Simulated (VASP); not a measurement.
**SnO2: relaxation of cell and atoms with LDA**

Crystal: SnO2.

```
Sn O
1.0
     1.61709    0.93363    4.80059
    -1.61709    0.93363    4.80059
     0.00000   -1.86726    4.80059
Sn O
1 2
Cartesian
  0.0000 0.0000 7.2009
  0.0000 0.0000 10.9861
  0.0000 0.0000 3.4157
```

```yaml
Program: VASP 6.6.1
Task: relaxation of cell and atoms
Functional: LDA
Potentials_or_basis: VASP PAW LDA potentials, release 64 (Sn_d, O)
Cutoff: 600 eV
k_mesh: 10 × 10 × 10
Occupations: fermi-dirac, width 0.05 eV
Spin: no spin polarisation
Dipole_correction: no
Further_INCAR_settings: ALGO = Normal; EDIFF = 1e-07; IBRION = 2; EDIFFG = -0.01; NSW = 60; ISIF = 3
```

```
Relaxed volume                        : 12.07 Å³/atom
Relaxed cell                          : a = 4.442 Å, b = 4.442 Å, c = 4.442 Å, α = 42.48°, β = 42.48°, γ = 42.48°
Space group after relaxing (to 0.1 Å) : R-3m (No. 166)
Energy gained by relaxing             : 46.6 meV/atom
Ionic steps                           : 27
Pressure after relaxing               : 0.0 GPa
Largest force after relaxing          : 0.004 eV/Å
Band gap on the k mesh                : 1.46 eV
```

Forces on the atoms (eV/Å):
```
Sn   0.000  0.000  0.000
O    0.000  0.000 -0.004
O    0.000  0.000  0.004
```

Stress tensor (GPa, compression positive):
```
-0.09  0.00  0.00
 0.00 -0.09  0.00
 0.00  0.00  0.06
```

The path:
```
step  energy change (eV)  largest force (eV/Å)  pressure (GPa)  volume (Å³)
   1              0.0000                0.6195           -8.59        43.49
   2              0.0743                1.2521           15.06        38.78
   3             -0.0668                0.0554           -0.47        41.46
   4             -0.0668                0.0706           -0.26        41.42
   5             -0.0717                0.1154           -0.32        41.21
   6             -0.0831                0.2493           -0.50        40.57
   7             -0.0906                0.5064           -0.60        39.24
   8             -0.0930                0.4966           -0.65        39.12
   9             -0.0999                0.4675           -0.85        38.76
  10             -0.1120                0.4094           -1.13        38.04
  11             -0.1274                0.2784           -1.07        36.58
  12             -0.0963                0.1081            2.74        33.58
  13             -0.1256                0.3160           -0.21        36.01
  14             -0.1249                0.2334            0.26        35.35
  15             -0.1257                0.2714            0.03        35.63
  16             -0.1318                0.1719           -0.29        35.76
  17             -0.1385                0.0776           -1.04        36.08
  18             -0.1386                0.0140            1.26        35.80
  19             -0.1394                0.0309            0.14        35.94
  20             -0.1394                0.0301            0.18        35.93
  21             -0.1395                0.0207            0.18        35.97
  22             -0.1397                0.0070            0.19        36.07
  23             -0.1396                0.0616            0.25        36.27
  24             -0.1398                0.0275            0.23        36.14
  25             -0.1398                0.0005           -0.21        36.24
  26             -0.1398                0.0094           -0.07        36.21
  27             -0.1399                0.0036           -0.04        36.21
```

Final structure:
```
Sn O
1.0
     1.60955    0.92928    4.03495
    -1.60955    0.92928    4.03495
     0.00000   -1.85855    4.03495
Sn O
1 2
Direct
  0.50000 0.50000 0.50000
  0.75421 0.75421 0.75421
  0.24579 0.24579 0.24579
```

Levels at points of the mesh, in eV from the valence-band top:
```
           k point  band 10  band 11  band 12  band 13  band 14  band 15  band 16  band 17
(0.00, 0.00, 0.00)    -1.69    -1.49    -1.49     0.00     1.46     5.13    10.32    10.32
(0.50, 0.00, 0.00)    -3.51    -2.23    -1.42    -1.20     5.42     7.83     9.63    12.55
(0.50, 0.50, 0.00)    -3.94    -1.08    -0.61    -0.06     4.64     6.63    10.75    10.96
(0.50, 0.50, 0.50)    -2.02    -2.02    -1.25    -1.25     3.77     5.87    11.01    11.01
```

Wall time 50 min on 1 thread of Intel(R) Xeon(R) Platinum 8375C CPU @ 2.90GHz (Ice Lake) (shared host), peak memory 0.31 GiB.

Caveat: the volume moved by over 15 % at a fixed basis, so the end points are rough; spin-orbit coupling is left out, which moves the levels of the heavy elements. A k mesh can miss the band edges.
